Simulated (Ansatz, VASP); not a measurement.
Si: VASP beside Ansatz

```
Si
1.0
    -2.43066    2.37137    1.32927
     2.43066   -2.37137    1.32927
     2.43066    2.37137   -1.32927
Si
2
Direct
  0.25000 0.75000 0.50000
  0.50000 0.50000 0.00000
```

Change from the starting cell: strain +0.0250 x Voigt [1, 0, 0, 0, 0, 0], atoms carried along.

Alike in both runs: task single point; functional LDA; k mesh 20 × 20 × 20; occupations gaussian, width 0.15 eV; no spin polarisation.

|  | VASP | Ansatz |
| --- | --- | --- |
| version | VASP 6.6.1 | Ansatz 0.2.0 |
| potentials or method | VASP PAW LDA potentials, release 64 (Si), cutoff 520 eV | scalar-relativistic, plane waves, PAW |
| valence electrons in the cell | 8 | 8 |

|  | VASP | Ansatz | Ansatz less VASP |
| --- | --- | --- | --- |
| gap on the k mesh at the Fermi level (eV) | none | none | - |
| pressure (GPa) | -3.5 | -3.6 | -0.07 |
| traceless stress, the component that is largest in VASP (GPa) | 2.48 | 2.47 | -0.010 |
| rms of the force components (eV/Å) | 0.047 | 0.047 | -0.0002 |

LDA's correlation is that of Perdew and Zunger in VASP and of Perdew and Wang (1992) in Ansatz. Atom by atom the forces differ by 0.000 eV/Å (rms over components). A gap of «none» marks a metal or a gap that the smearing closes.
